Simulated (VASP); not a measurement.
Input of a VASP 6.6.1 run:

The input POSCAR:

```
InSe2
1.0
    6.1621803235      0.0000000000      0.0000000000
    0.0000000000      6.1621803235      0.0000000000
    0.0000000000      0.0000000000      3.9690665166
In Se
2 4
Direct
    0.0000000000      0.0000000000      0.0000000000
    0.5000000000      0.5000000000      0.5000000000
    0.3060000000      0.3060000000      0.0000000000
    0.1940000000      0.8060000000      0.5000000000
    0.6940000000      0.6940000000      0.0000000000
    0.8060000000      0.1940000000      0.5000000000
```

INCAR.step1

```
PREC = Accurate
ENCUT = 520
ISMEAR = 0
SIGMA = 0.1
LREAL = F
LASPH = T
NELM = 80
NBANDS = 34
GGA = PE
ALGO = Normal
EDIFF = 1E-4
LWAVE = T
LCHARG = F
```

File INCAR.step2:

```
PREC = Accurate
ENCUT = 520
EDIFF = 1E-6
ISMEAR = 0
SIGMA = 0.1
LREAL = F
LASPH = T
NELM = 80
ALGO = Normal
ISIF = 2
LWAVE = F
LCHARG = F
METAGGA = R2SCAN
LMIXTAU = T
NBANDS = 34
ISTART = 1
```

File KPOINTS:

```
regular mesh
0
Gamma
  4 4 4
```

Potentials or basis: VASP PAW PBE potentials, release 64 (In_d, Se).

Run with:

```bash
$ cat potpaw_PBE.64/In_d/POTCAR potpaw_PBE.64/Se/POTCAR > POTCAR
$ cp INCAR.step1 INCAR
$ mpirun -np 1 vasp_std > vasp.out
$ cp INCAR.step2 INCAR
$ mpirun -np 1 vasp_std > vasp.out
```

(1) Predict the largest force.

(2) Estimate the band gap on the k mesh.

(3) Predict the pressure.

## Answers

(1) 0.412 eV/Å.

(2) zero (band 25 reaches 3.87 eV, above the bottom of band 26 at 2.68 eV).

(3) 7.7 GPa.

Caveat: the k points lie up to 0.40 Å⁻¹ apart; the PAW data sets were made with another functional, which shifts forces and pressure a little; spin-orbit coupling is left out, which moves the levels of the heavy elements.
